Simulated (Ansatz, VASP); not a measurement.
## Cu: VASP beside Ansatz

The input INCAR:

```
SYSTEM = Cu
PREC     = Accurate       ! precision mode
ENCUT    = 600            ! plane-wave cutoff, eV
EDIFF    = 1E-6           ! SCF threshold, eV
ISMEAR   = 0              ! smearing method
SIGMA    = 0.01           ! smearing width, eV
LREAL    = .False.        ! projectors in reciprocal space
LASPH    = .True.         ! aspherical terms in the spheres
NELM     = 120            ! most SCF steps
ALGO     = Normal         ! electronic algorithm
ISIF     = 2              ! what is computed and relaxed
LWAVE    = .False.        ! write WAVECAR
LCHARG   = .True.         ! write CHGCAR
GGA      = CA             ! functional
LELF     = .True.         ! ELF
LVHAR    = .True.       
NBANDS   = 12             ! bands
GGA_COMPAT= .False.
```

Contents of KPOINTS:

```
Automatic mesh
0
Gamma
  8 8 8
  0 0 0
```

File POSCAR:

```
Cu
1.0
    0.0000000000      1.8075000000      1.8075000000
    1.8075000000      0.0000000000      1.8075000000
    1.8075000000      1.8075000000      0.0000000000
Cu
1
Direct
    0.0000000000      0.0000000000      0.0000000000
```

Input for Ansatz:

```yaml
crystal:
  lattice:
    bravais: fcc
    a: 3.615
  space_group: 225
  atoms:
    - { symbol: Cu, position: [0.0, 0.0, 0.0] }
  reduce_to_primitive: true
kpoints:
  mp_grid:
    grid: [8, 8, 8]
    shift: [0.0, 0.0, 0.0]
hamiltonian:
  xc: lda
  pseudopotentials:
    kind: paw
scf:
  max_iter: 60
  n_extra_bands: 4
  occupations:
    method: gaussian
    width: 0.01
output:
  forces: true
  stress: true
  eigenvalues: true
```

Alike in both runs: task single point; functional LDA; k mesh 8 × 8 × 8; occupations gaussian, width 0.01 eV; no spin polarisation.

|  | VASP | Ansatz |
| --- | --- | --- |
| version | VASP 6.6.1 | Ansatz 0.2.0 |
| potentials or method | VASP PAW LDA potentials, release 64 (Cu) | plane waves, PAW |
| plane-wave cutoff (eV) | 600 | 420 |
| valence electrons in the cell | 11 | 19 |

|  | VASP | Ansatz | Ansatz less VASP |
| --- | --- | --- | --- |
| gap on the k mesh at the Fermi level (eV) | none | none | - |
| pressure (GPa) | -10.8 | -11.7 | -0.85 |

LDA's correlation is that of Perdew and Zunger in VASP and of Perdew and Wang (1992) in Ansatz. A gap of «none» marks a metal or a gap that the smearing closes. VASP's potentials hold 11 valence electrons a cell and Ansatz's 19, so a difference there can come from the potentials and not from the codes.

The k mesh is coarse, so the values compare programs but aren't converged.
